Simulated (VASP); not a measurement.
**HfB2: electric field gradients with PBEsol**

The system is HfB2.

```xyz
3
Lattice="3.1400 0.0157 0.0157 -1.5564 2.7115 0.0057 0.0174 0.0174 3.4800" Properties=species:S:1:pos:R:3 pbc="T T T"
Hf    0.0000    0.0000    0.0000
B     0.0178    1.8216    1.7491
B     1.5832    0.9230    1.7524
```

This cell differs from its parent crystal: equal xy, yz and zx shear strains of +1 %.

```
Program                : VASP 6.6.1
Task                   : electric field gradients
Functional             : PBEsol
Potentials or basis    : VASP PAW PBE potentials, release 64 (Hf_pv, B)
Cutoff                 : 520 eV
k mesh                 : 13 × 13 × 11
Occupations            : fermi-dirac, width 0.05 eV
Spin                   : no spin polarisation
Dipole correction      : no
Further INCAR settings : ALGO = Normal; EDIFF = 1e-08; NBANDS = 15
```

```json
{"Pressure": "-4.4 GPa", "Largest force": "0.007 eV/Å", "Band gap on the k mesh": "zero (band 8 reaches 8.11 eV, above the bottom of band 9 at 7.12 eV)"}
```

Forces in eV/Å, atoms in the order of the input:
```
Hf   0.000  0.000  0.000
B    0.007  0.001 -0.002
B   -0.007 -0.001  0.002
```

Stress tensor (GPa, compression positive):
```
-4.02 -2.69 -2.62
-2.69 -4.02 -2.62
-2.62 -2.62 -5.14
```

Levels at points of the mesh, in eV from the Fermi level:
```csv
k point,band 6,band 7,band 8,band 9,band 10,band 11
"(0.00, 0.00, 0.00)",-3.00,-2.90,-2.82,3.87,3.93,4.56
```

Electric field gradients, principal values (V/Å²):
| atom | least | middle | greatest (by size) |
| --- | --- | --- | --- |
| 1 Hf | -37.060 | -50.192 | 87.252 |
| 2 B | -0.460 | -1.351 | 1.811 |
| 3 B | -0.460 | -1.351 | 1.811 |

Wall time 2.2 min on 1 thread of Intel(R) Xeon(R) 6975P-C (Granite Rapids) (shared host), peak memory 0.5 GiB.

Caveat: the cell differs from its parent crystal (equal xy, yz and zx shear strains of +1 %); without QUAD_EFG the Cq values of the log hold for a quadrupole moment of 1 mb, not for the nuclei; the PAW data sets were made with another functional, which shifts forces and pressure a little; spin-orbit coupling is left out, which moves the levels of the heavy elements.
